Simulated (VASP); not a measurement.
# TlCl (Pm-3m) in VASP: notebook

Runs on TlCl. Level: PBEsol. Tasks: vibrations by perturbation theory.

All numbers are computed with VASP 6.6.1; they aren't measurements. Logs are shortened: lines on timing, memory, paths and dates and some standing lists are left out, and cuts for length are marked.

## 1. The cell of the first run

The structure is cubic, space group Pm-3m (No. 221). Conventional cell: a = 3.744 Å, b = 3.744 Å, c = 3.744 Å, α = 90.00°, β = 90.00°, γ = 90.00°. Tl (site symmetry m-3m) has 8 Cl at 3.24 Å and 6 Tl at 3.74 Å within 4.3 Å. Within 4.3 Å of Cl (site symmetry m-3m) lie 8 Tl at 3.24 Å and 6 Cl at 3.74 Å.

## 2. Vibrations by perturbation theory, PBEsol (26.24 Å³/atom)

INCAR

```
  PREC = Accurate
  ENCUT = 500
  EDIFF = 1E-8
  ISMEAR = 0
  SIGMA = 0.01
  LREAL = F
  LASPH = T
  NELM = 120
  ALGO = Normal
  ISIF = 2
  LWAVE = F
  LCHARG = T
  GGA = PS
  IBRION = 8
  NSW = 1
  GGA_COMPAT = F
```

KPOINTS

```
regular mesh
0
Gamma
  6 6 6
```

POSCAR

```
TlCl
1.0
    3.7439403977      0.0000000000      0.0000000000
    0.0000000000      3.7439403977      0.0000000000
    0.0000000000      0.0000000000      3.7439403977
Tl Cl
1 1
Direct
    0.0000000000      0.0000000000      0.0000000000
    0.5000000000      0.5000000000      0.5000000000
```

Potentials or basis: VASP PAW PBE potentials, release 64 (Tl_d, Cl).

Run with:

```
$ cat potpaw_PBE.64/Tl_d/POTCAR potpaw_PBE.64/Cl/POTCAR > POTCAR
$ mpirun -np 1 vasp_std > vasp.out
```

OUTCAR:

```text
PREC = Accurate
   ENCUT = 500
   EDIFF = 1E-8
   ISMEAR = 0
   LREAL = F
   LASPH = T
   NELM = 120
   ISIF = 2
   GGA = PS
   IBRION = 8
   NSW = 1

 ion  position               nearest neighbor table
   1  0.000  0.000  0.000-   2 3.24   2 3.24   2 3.24   2 3.24   2 3.24   2 3.24   2 3.24   2 3.24

   2  0.500  0.500  0.500-   1 3.24   1 3.24   1 3.24   1 3.24   1 3.24   1 3.24   1 3.24   1 3.24

  LATTYP: Found a simple cubic cell.
 ALAT       =     3.7439403977

  Lattice vectors:

 A1 = (   3.7439403977,   0.0000000000,   0.0000000000)
 A2 = (   0.0000000000,   3.7439403977,   0.0000000000)
 A3 = (   0.0000000000,   0.0000000000,   3.7439403977)

Analysis of symmetry for initial positions (statically):
=====================================================================
 Subroutine PRICEL returns:
 Original cell was already a primitive cell.

 Routine SETGRP: Setting up the symmetry group for a
 simple cubic supercell.

 Subroutine GETGRP returns: Found 48 space group operations
 (whereof 48 operations were pure point group operations)
 out of a pool of 48 trial point group operations.

The static configuration has the point symmetry O_h .

Analysis of symmetry for dynamics (positions and initial velocities):
=====================================================================
 Subroutine PRICEL returns:
 Original cell was already a primitive cell.

 Routine SETGRP: Setting up the symmetry group for a
 simple cubic supercell.

 Subroutine GETGRP returns: Found 48 space group operations
 (whereof 48 operations were pure point group operations)
 out of a pool of 48 trial point group operations.

The dynamic configuration has the point symmetry O_h .

 Subroutine INISYM returns: Found 48 space group operations
 (whereof 48 operations are pure point group operations),
 and found     1 'primitive' translations

----------------------------------------------------------------------------------------

                                     Primitive cell

  volume of cell :      52.4791

  direct lattice vectors                    reciprocal lattice vectors
     3.743940398  0.000000000  0.000000000     0.267098269  0.000000000  0.000000000
     0.000000000  3.743940398  0.000000000     0.000000000  0.267098269  0.000000000
     0.000000000  0.000000000  3.743940398     0.000000000  0.000000000  0.267098269

  length of vectors
     3.743940398  3.743940398  3.743940398     0.267098269  0.267098269  0.267098269

  position of ions in fractional coordinates (direct lattice)
     0.000000000  0.000000000  0.000000000
     0.500000000  0.500000000  0.500000000

  ion indices of the primitive-cell ions
   primitive index   ion index
                 1           1
                 2           2

----------------------------------------------------------------------------------------

 KPOINTS: regular mesh

Automatic generation of k-mesh.
 Grid dimensions read from file:
 generate k-points for:    6    6    6

 Generating k-lattice:

  Cartesian coordinates                     Fractional coordinates (reciprocal lattice)
     0.044516378  0.000000000  0.000000000     0.166666667  0.000000000  0.000000000
     0.000000000  0.044516378  0.000000000     0.000000000  0.166666667  0.000000000
     0.000000000  0.000000000  0.044516378     0.000000000  0.000000000  0.166666667

  Length of vectors
     0.044516378  0.044516378  0.044516378

  Shift w.r.t. Gamma in fractional coordinates (k-lattice)
     0.000000000  0.000000000  0.000000000

 Subroutine IBZKPT returns following result:
 ===========================================

[... 79 lines left out ...]
   NGX = 13   NGY = 13   NGZ = 13

--------------------------------------- Ionic step        1  -------------------------------------------

 number of electron      20.0000009 magnetization

 Free energy of the ion-electron system (eV)
  ---------------------------------------------------
  ext. energy  EPLUGINS =         0.00000000
  ---------------------------------------------------
  free energy    TOTEN  =        -6.46654242 eV

  energy without entropy =       -6.46654242  energy(sigma->0) =       -6.46654242

 E-fermi :   3.4998     XC(G=0):  -9.7207

 val. band max:        3.4478847168   @ k =   0.5000   0.0000   0.0000
 cond. band min:       5.1907009776   @ k =   0.5000   0.0000   0.0000
 fundamental gap:      1.7428162609
 Fermi energy:         3.4997789934

 k-point     1 :       0.0000    0.0000    0.0000
  band No.  band energies     occupation
      1     -10.8016      2.00000
      2      -6.6384      2.00000
      3      -6.6384      2.00000
      4      -6.3340      2.00000
      5      -6.3340      2.00000
      6      -6.3340      2.00000
      7      -1.3754      2.00000
      8       1.5498      2.00000
      9       1.5498      2.00000
     10       1.5498      2.00000
     11      10.9167      0.00000
     12      10.9167      0.00000
     13      11.4523      0.00000
     14      11.4523      0.00000
[... 311 lines left out ...]
      3      -6.5816      2.00000
      4      -6.5816      2.00000
      5      -6.2389      2.00000
      6      -6.2389      2.00000
      7       1.0317      2.00000
      8       1.0317      2.00000
      9       1.0317      2.00000
     10       1.3076      2.00000
     11       5.5520      0.00000
     12       5.5520      0.00000
     13       5.5520      0.00000
     14      16.4998      0.00000

------------------------ aborting loop because EDIFF is reached ----------------------------------------

  FORCE on cell =-STRESS in cart. coord.  units (eV):
  Direction    XX          YY          ZZ          XY          YZ          ZX
  --------------------------------------------------------------------------------------
  -------------------------------------------------------------------------------------
  Total        0.1895855      0.1895855      0.1895855     -0.0000000      0.0000000      0.0000000
  in kB        5.7880059      5.7880059      5.7880059     -0.0000000      0.0000000      0.0000000
  external PRESSURE =       5.7880059 kB  Pullay stress =       0.0000000 kB

 VOLUME and BASIS-vectors are now :
 -----------------------------------------------------------------------------
  energy-cutoff  :      500.00
  volume of cell :       52.48
      direct lattice vectors                 reciprocal lattice vectors
     3.743940398  0.000000000  0.000000000     0.267098269  0.000000000  0.000000000
     0.000000000  3.743940398  0.000000000     0.000000000  0.267098269  0.000000000
     0.000000000  0.000000000  3.743940398     0.000000000  0.000000000  0.267098269

 POSITION                                       TOTAL-FORCE (eV/Angst)
 -----------------------------------------------------------------------------------
      0.00000      0.00000      0.00000         0.000000      0.000000      0.000000
      1.87197      1.87197      1.87197         0.000000      0.000000      0.000000
 -----------------------------------------------------------------------------------
    total drift:                               -0.000000      0.000000      0.000000

  FREE ENERGIE OF THE ION-ELECTRON SYSTEM (eV)
  ---------------------------------------------------
  free  energy   TOTEN  =        -6.4665424161 eV

  energy  without entropy=       -6.4665424161  energy(sigma->0) =       -6.46654242

[... ionic steps 2 to 3 ...]

--------------------------------------- Ionic step        4  -------------------------------------------

------------------------ aborting loop because EDIFF is reached ----------------------------------------

[... ionic steps 5 to 6 ...]

--------------------------------------- Ionic step        7  -------------------------------------------

 Free energy of the ion-electron system (eV)
  ---------------------------------------------------
  ---------------------------------------------------
  free energy    TOTEN  =        -0.19395849 eV

  energy without entropy =       -0.19395849

------------------------ aborting loop because EDIFF is reached ----------------------------------------

 INTERNAL STRAIN TENSOR  FOR ION    2  DIRECTION 1   (eV/Angst):
 -----------------------------------------------------------------------------
    -0.01069  0.00000 -0.00000
     0.00000  0.01139  0.00000
     0.00000  0.00000  0.01139

 INTERNAL STRAIN TENSOR FOR ION    2 for displacements in x,y,z  (eV/Angst):
          X           Y           Z          XY          YZ          ZX
  --------------------------------------------------------------------------------
  x     0.00000     0.00000     0.00000     0.00000     0.00000     0.00000
  y     0.00000     0.00000     0.00000     0.00000     0.00000     0.00000
  z     0.00000     0.00000     0.00000     0.00000     0.00000     0.00000

 SECOND DERIVATIVES (NOT SYMMETRIZED)
 ------------------------------------
               1X          1Y          1Z          2X          2Y          2Z
  1X    -0.436176   -0.000000   -0.000000    0.436176    0.000000    0.000000
  1Y    -0.000000   -0.436176   -0.000000    0.000000    0.436176    0.000000
  1Z    -0.000000   -0.000000   -0.436176    0.000000    0.000000    0.436176
  2X     0.405859    0.000000    0.000000   -0.405859   -0.000000   -0.000000
  2Y     0.000000    0.405859    0.000000   -0.000000   -0.405859   -0.000000
  2Z     0.000000   -0.000000    0.405859   -0.000000    0.000000   -0.405859

 Eigenvectors and eigenvalues of the dynamical matrix
 ----------------------------------------------------

   1 f  =    1.822087 THz    11.448509 2PiTHz   60.778272 cm-1     7.535542 meV
             X         Y         Z           dx          dy          dz
      0.000000  0.000000  0.000000    -0.148382    0.367738    0.000000
      1.871970  1.871970  1.871970     0.343510   -0.851324    0.000000
[... 21 lines left out ...]
   6 f/i=    0.023886 THz     0.150080 2PiTHz    0.796752 cm-1     0.098785 meV
             X         Y         Z           dx          dy          dz
      0.000000  0.000000  0.000000    -0.433468   -0.754146   -0.293464
      1.871970  1.871970  1.871970    -0.187241   -0.325761   -0.126765

--------------------------------------------------------------------------------------------------------

 ELASTIC MODULI CONTR FROM IONIC RELAXATION (kBar)
 Direction    XX          YY          ZZ          XY          YZ          ZX
 --------------------------------------------------------------------------------
 XX           0.0000      0.0000      0.0000      0.0000      0.0000      0.0000
 YY           0.0000      0.0000      0.0000      0.0000      0.0000      0.0000
 ZZ           0.0000      0.0000      0.0000      0.0000      0.0000      0.0000
 XY           0.0000      0.0000      0.0000      0.0000      0.0000      0.0000
 YZ           0.0000      0.0000      0.0000      0.0000      0.0000      0.0000
 ZX           0.0000      0.0000      0.0000      0.0000      0.0000      0.0000
 --------------------------------------------------------------------------------
```

Run time: 80 s. Hardware: 1 thread of Intel Xeon 8259CL, shared host; peak memory 0.22 GiB.

Results:

```yaml
Highest_phonon_frequency_at_Γ_LO-TO_splitting_left_out: 61 cm⁻¹
```

Phonon frequencies in cm⁻¹ (negative: imaginary):
```csv
q point,frequencies
"(0.000, 0.000, 0.000)",-1 -1 -1 61 61 61
```

Caveat: the PAW data sets were made with another functional, which shifts forces and pressure a little; spin-orbit coupling is left out, which moves the levels of the heavy elements.

## 3. Vibrations by perturbation theory, PBEsol

This run uses another cell than the first one, of 26.78 Å³/atom.

Edit INCAR of step 2 so:

```diff
@@ -13,2 +13,3 @@
   GGA = PS
+  NBANDS = 17
   IBRION = 8
```

KPOINTS

```
Automatic mesh
0
Gamma
  6 6 6
```

POSCAR

```
TlCl
1.0
    3.7692380597      0.0000000000      0.0000000000
    0.0000000000      3.7692380597      0.0000000000
    0.0000000000      0.0000000000      3.7692380597
Tl Cl
1 1
Direct
    0.0000000000      0.0000000000      0.0000000000
    0.5000000000      0.5000000000      0.5000000000
```

Potentials or basis: VASP PAW PBE potentials, release 64 (Tl_d, Cl).

Run with:

```
$ cat potpaw_PBE.64/Tl_d/POTCAR potpaw_PBE.64/Cl/POTCAR > POTCAR
$ mpirun -np 1 vasp_std > vasp.out
```

OUTCAR:

```text
PREC = Accurate
   ENCUT = 500
   EDIFF = 1E-8
   ISMEAR = 0
   LREAL = F
   LASPH = T
   NELM = 120
   ISIF = 2
   GGA = PS
   IBRION = 8
   NSW = 1

 ion  position               nearest neighbor table
   1  0.000  0.000  0.000-   2 3.26   2 3.26   2 3.26   2 3.26   2 3.26   2 3.26   2 3.26   2 3.26

   2  0.500  0.500  0.500-   1 3.26   1 3.26   1 3.26   1 3.26   1 3.26   1 3.26   1 3.26   1 3.26

  LATTYP: Found a simple cubic cell.
 ALAT       =     3.7692380597

  Lattice vectors:

[... 650 lines left out ...]
  1X    -0.301703    0.000000    0.000000    0.301703   -0.000000   -0.000000
  1Y     0.000000   -0.301703    0.000000   -0.000000    0.301703   -0.000000
  1Z     0.000000    0.000000   -0.301703   -0.000000   -0.000000    0.301703
  2X     0.291762   -0.000000    0.000000   -0.291762    0.000000   -0.000000
  2Y    -0.000000    0.291762   -0.000000    0.000000   -0.291762    0.000000
  2Z     0.000000    0.000000    0.291762   -0.000000   -0.000000   -0.291762

 Eigenvectors and eigenvalues of the dynamical matrix
 ----------------------------------------------------

   1 f  =    1.540185 THz     9.677267 2PiTHz   51.375037 cm-1     6.369690 meV
             X         Y         Z           dx          dy          dz
      0.000000  0.000000  0.000000    -0.000000    0.390025    0.000000
      1.884619  1.884619  1.884619    -0.000000   -0.920804    0.000000
[... 21 lines left out ...]
   6 f/i=    0.009266 THz     0.058219 2PiTHz    0.309073 cm-1     0.038320 meV
             X         Y         Z           dx          dy          dz
      0.000000  0.000000  0.000000    -0.000000    0.000000   -0.920804
      1.884619  1.884619  1.884619     0.000000    0.000000   -0.390025

--------------------------------------------------------------------------------------------------------

 ELASTIC MODULI CONTR FROM IONIC RELAXATION (kBar)
 Direction    XX          YY          ZZ          XY          YZ          ZX
 --------------------------------------------------------------------------------
 XX           0.0000      0.0000      0.0000      0.0000      0.0000      0.0000
 YY           0.0000      0.0000      0.0000      0.0000      0.0000      0.0000
 ZZ           0.0000      0.0000      0.0000      0.0000      0.0000      0.0000
 XY           0.0000      0.0000      0.0000      0.0000      0.0000      0.0000
 YZ           0.0000      0.0000      0.0000      0.0000      0.0000      0.0000
 ZX           0.0000      0.0000      0.0000      0.0000      0.0000      0.0000
 --------------------------------------------------------------------------------
```

OSZICAR:

```text
N       E                     dE             d eps       ncg     rms          rms(c)
DAV:   1     0.100007448815E+03    0.10001E+03   -0.98673E+03   696   0.102E+03
DAV:   2    -0.299767811756E+01   -0.10301E+03   -0.99361E+02   825   0.231E+02
DAV:   3    -0.674474062257E+01   -0.37471E+01   -0.37335E+01   809   0.393E+01
[... 46 lines left out ...]
RMM:   9    -0.194163035467E+00    0.78285E-07    0.56145E-07  2480   0.307E-04    0.150E-05
RMM:  10    -0.194162868852E+00    0.16662E-06   -0.83231E-08  2553   0.267E-04    0.618E-06
RMM:  11    -0.194162903970E+00   -0.35118E-07    0.64037E-07  2571   0.256E-04    0.195E-06
RMM:  12    -0.194162904451E+00   -0.48175E-09    0.12714E-07  2159   0.254E-04    0.116E-06
RMM:  13    -0.194162908081E+00   -0.36301E-08    0.38402E-07  2254   0.254E-04    0.197E-07
RMM:  14    -0.194162909317E+00   -0.12360E-08    0.40321E-07  1928   0.253E-04    0.743E-08
 Linear response finished
```

stdout:

```text
POSCAR found type information on POSCAR TlCl
 POSCAR found :  2 types and       2 ions
 scaLAPACK will be used
 -----------------------------------------------------------------------------
|                                                                             |
|                                                                             |
|     You enforced a specific xc type in the INCAR file but a different       |
|     I HOPE YOU KNOW WHAT YOU ARE DOING!                                     |
|                                                                             |
 -----------------------------------------------------------------------------

 LDA part: xc-table for (Slater+PW92), standard interpolation
 POSCAR, INCAR and KPOINTS ok, starting setup
 FFT: planning ... GRIDC
 FFT: planning ... GRID_SOFT
 FFT: planning ... GRID
 WAVECAR not read
 entering main loop
 Linear response reoptimize wavefunctions to high precision
 Linear response DOF=           2
 Linear response progress:
 first order change of Fermi-energy   0.44036E-03
 force on displaced ion       1 direction 1 :  -0.302   0.000  -0.000
 Linear response progress:
 first order change of Fermi-energy   0.12590E-02
 force on displaced ion       2 direction 1 :  -0.292   0.000   0.000
 Linear response finished
```

Wall time 1.8 min (1 thread of Intel Xeon 8259CL, shared host); peak memory 0.24 GiB.

Results:

```
Highest phonon frequency at Γ, LO-TO splitting left out : 51 cm⁻¹
```

Phonon frequencies in cm⁻¹ (negative: imaginary):
```tsv
q point	frequencies
(0.000, 0.000, 0.000)	0 0 0 51 51 51
```

Caveat: the PAW data sets were made with another functional, which shifts forces and pressure a little; spin-orbit coupling is left out, which moves the levels of the heavy elements.

[end of part 1 of 2]
